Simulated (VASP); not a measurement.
Runs of VASP 6.6.1 on C. The structure is that of space group P6_3/mmc (No. 194), or close to it. The cells are those of the table. 

```tsv
task	cell	cutoff (eV)	smearing	k mesh for the DOS	occupations for the DOS	gap on the mesh (eV)	pressure (GPa)
single point	a = 2.294, b = 2.294, c = 4.224 Å, angles 90.0, 90.0, 120.0°, 4 atoms	600	fermi-dirac 0.1 eV	-	-	none	187.6
single point	a = 2.467, b = 2.467, c = 8.495 Å, angles 90.0, 90.0, 120.0°, 4 atoms	600	fermi-dirac 0.1 eV	-	-	none	0.0
single point	a = 2.441, b = 2.441, c = 5.896 Å, angles 90.0, 90.0, 120.0°, 4 atoms	520	tetrahedron	-	-	none	14.4
single point	a = 2.441, b = 2.441, c = 5.896 Å, angles 90.0, 90.0, 120.0°, 4 atoms	520	fermi-dirac 0.1 eV	-	-	none	14.4
single point	a = 2.464, b = 2.464, c = 7.488 Å, angles 90.0, 90.0, 120.0°, 4 atoms	600	fermi-dirac 0.1 eV	-	-	none	0.8
single point	a = 2.355, b = 2.355, c = 4.660 Å, angles 90.0, 90.0, 120.0°, 4 atoms	600	fermi-dirac 0.1 eV	-	-	none	(a)
```

Alike in all rows: level PBE; potentials or basis VASP PAW PBE potentials, release 64 (C); no spin polarisation; k mesh 15 × 15 × 5.

Task: Fill in the values left out.

Result: (a) 95.7.

Caveats: this functional lacks dispersion, which binds the layers, so the pressure and a relaxed spacing across them are unreliable (some runs).

A gap of «none» marks levels without a gap at the run's occupations.
